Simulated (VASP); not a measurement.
Set up this calculation in VASP 6.6.1, as the native input.

* Task: single point
* Functional: PBE-based screened hybrid with 25 % exact exchange
* Potentials or basis: VASP PAW PBE potentials, release 64 (Br, K_sv)
* Cutoff: 520 eV
* k mesh: 4 × 4 × 4
* Occupations: gaussian, width 0.1 eV
* Spin: no spin polarisation
* Dipole correction: no
* Grid for exact exchange (PRECFOCK): Normal
* Share of exact exchange: 0.25
* Further INCAR settings: ALGO = Normal; EDIFF = 1e-06; NBANDS = 15
* Screening parameter: 0.3 1/Å

The system is KBr.

```
Br K
1.0
     0.00000    3.23263    3.23263
     3.23263    0.00000    3.23263
     3.23263    3.23263    0.00000
Br K
1 1
Direct
  0.50000 0.50000 0.50000
  0.00000 0.00000 0.00000
```

One way to write it, as run:

POSCAR

```
KBr
1.0
    0.0000000000      3.2326341588      3.2326341588
    3.2326341588      0.0000000000      3.2326341588
    3.2326341588      3.2326341588      0.0000000000
Br K
1 1
Direct
    0.5000000000      0.5000000000      0.5000000000
    0.0000000000      0.0000000000      0.0000000000
```

INCAR.step1

```
SYSTEM = KBr
  ALGO = Normal
  EDIFF = 1E-5
  ENCUT = 520
  GGA = PE
  ISIF = 2
  ISMEAR = 0
  LASPH = .True.
  LREAL = .False.
  LWAVE = .True.
  NBANDS = 15
  NELM = 80
  PREC = Accurate
  SIGMA = 0.1
```

INCAR.step2

```
SYSTEM = KBr
  AEXX = 0.25
  ALGO = Normal
  EDIFF = 1E-6
  ENCUT = 520
  GGA = PE
  HFSCREEN = 0.3
  ISIF = 2
  ISMEAR = 0
  ISTART = 1
  LASPH = .True.
  LCHARG = .True.
  LELF = .True.
  LHFCALC = .True.
  LREAL = .False.
  LVHAR = .True.
  LWAVE = .False.
  NBANDS = 15
  NELM = 80
  PREC = Accurate
  PRECFOCK = Normal
  SIGMA = 0.1
```

KPOINTS

```
k-points
0
Gamma
  4 4 4
  0 0 0
```

Potentials or basis: VASP PAW PBE potentials, release 64 (Br, K_sv).

Launch:

```sh
$ cat potpaw_PBE.64/Br/POTCAR potpaw_PBE.64/K_sv/POTCAR > POTCAR
$ cp INCAR.step1 INCAR
$ mpirun -np 1 vasp_std > vasp.out
$ cp INCAR.step2 INCAR
$ mpirun -np 1 vasp_std > vasp.out
```

It gave:

```
Pressure               : 1.7 GPa
Band gap on the k mesh : 5.56 eV
```

Caveat: the k points lie up to 0.42 Å⁻¹ apart; the PAW data sets were made with another functional, which shifts forces and pressure a little.

Run time: 15 min on 1 thread of Intel Xeon 8259CL (shared host), peak memory 0.32 GiB.
